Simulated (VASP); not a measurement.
**Ni: single point with PBE**

The system is Ni, a sheet with vacuum.

```xyz
1
Lattice="2.0256 0.0000 0.0000 0.0000 2.0256 0.0000 0.0000 0.0000 14.0000" Properties=species:S:1:pos:R:3 pbc="T T T"
Ni    1.0128    1.0128    7.0000
```

```yaml
Program: VASP 6.6.1
Task: single point
Functional: PBE
Potentials_or_basis: VASP PAW PBE potentials, release 64 (Ni)
Cutoff: 520 eV
k_mesh: 8 × 8 × 1
Occupations: gaussian, width 0.1 eV
Spin: collinear spin, ferromagnetic start
Starting_moments: "[2.0] μB"
Dipole_correction: yes
Further_INCAR_settings: ALGO = Normal; EDIFF = 1e-06; NBANDS = 15
```

```yaml
Net_moment: 0.67 μB per cell
Site_moments: Ni +0.69 μB
Valence_electrons_inside_the_program's_atomic_spheres: Ni 9.64
```

Levels at points of the mesh, in eV from the Fermi level:
Spin up:
```csv
k point,band 2,band 3,band 4,band 5,band 6,band 7,band 8,band 9
"(0.00, 0.00, 0.00)",-5.42,-2.82,-0.66,-0.66,-0.08,0.08,4.84,5.76
"(0.50, 0.00, 0.00)",-4.21,-1.87,-1.00,-0.38,1.69,7.91,9.09,11.72
"(0.50, 0.50, 0.00)",-3.10,-3.10,-0.42,1.31,11.05,11.05,16.40,18.01
```
Spin down:
| k point | band 2 | band 3 | band 4 | band 5 | band 6 | band 7 |
| --- | --- | --- | --- | --- | --- | --- |
| (0.00, 0.00, 0.00) | -4.91 | -2.53 | 0.00 | 0.37 | 0.37 | 0.85 |
| (0.50, 0.00, 0.00) | -3.46 | -1.02 | -0.58 | 0.66 | 1.67 | 8.15 |
| (0.50, 0.50, 0.00) | -2.22 | -2.22 | 0.05 | 1.98 | 11.12 | 11.12 |

Wall time 20 s on 1 thread of Intel(R) Xeon(R) Platinum 8559C (Emerald Rapids) (shared host), peak memory 0.18 GiB.

Caveat: the k points lie up to 0.39 Å⁻¹ apart.
